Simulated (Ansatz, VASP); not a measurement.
**One calculation of Sb, two programs**

Contents of INCAR:

```
PREC = Accurate ; ENCUT = 520
EDIFF = 1E-6 ; ISMEAR = -1
SIGMA = 0.1 ; LREAL = F
LASPH = T ; NELM = 60
ALGO = Normal ; ISIF = 2
LWAVE = F ; LCHARG = T
LELF = T ; LVHAR = T
NBANDS = 8
```

File KPOINTS:

```
Automatic mesh
0
Gamma
  15 15 15
```

File POSCAR:

```
Sb
1.0
    0.0000000000      2.2630673256      2.2630673256
    2.2630673256      0.0000000000      2.2630673256
    2.2630673256      2.2630673256      0.0000000000
Sb
1
Direct
    0.0000000000      0.0000000000      0.0000000000
```

Input for Ansatz:

```yaml
crystal:
  lattice:
    - [0.0, 2.2630673256, 2.2630673256]
    - [2.2630673256, 0.0, 2.2630673256]
    - [2.2630673256, 2.2630673256, 0.0]
  atoms:
    - { symbol: Sb, position: [0.0, 0.0, 0.0] }
kpoints:
  mp_grid: { grid: [15, 15, 15] }
scf:
  occupations: { method: fermi_dirac, width: 0.1 }
hamiltonian:
  xc: lda
  pseudopotentials: { kind: all_electron, lapw: { basis_error: 0.001 } }
output:
  forces: true
  stress: true
  eigenvalues: true
  populations: true
```

Change from the starting cell: volume scaled by 0.9, LAPW.

Alike in both runs: task single point; functional LDA; k mesh 15 × 15 × 15; occupations fermi-dirac, width 0.1 eV; no spin polarisation.

|  | VASP | Ansatz |
| --- | --- | --- |
| version | VASP 6.6.1 | Ansatz 0.2.0 |
| potentials or method | VASP PAW LDA potentials, release 64 (Sb), cutoff 520 eV | all-electron LAPW, scalar-relativistic |

VASP gave:

| Quantity | Value |
| --- | --- |
| pressure (GPa) | 9.6 |

Task: What did Ansatz give for the same quantities?

Result: Pressure (GPa): 9.3.

LDA's correlation is that of Perdew and Zunger in VASP and of Perdew and Wang (1992) in Ansatz. Ansatz ran all-electron here, and VASP with PAW potentials.

Neither program's run includes spin-orbit coupling.
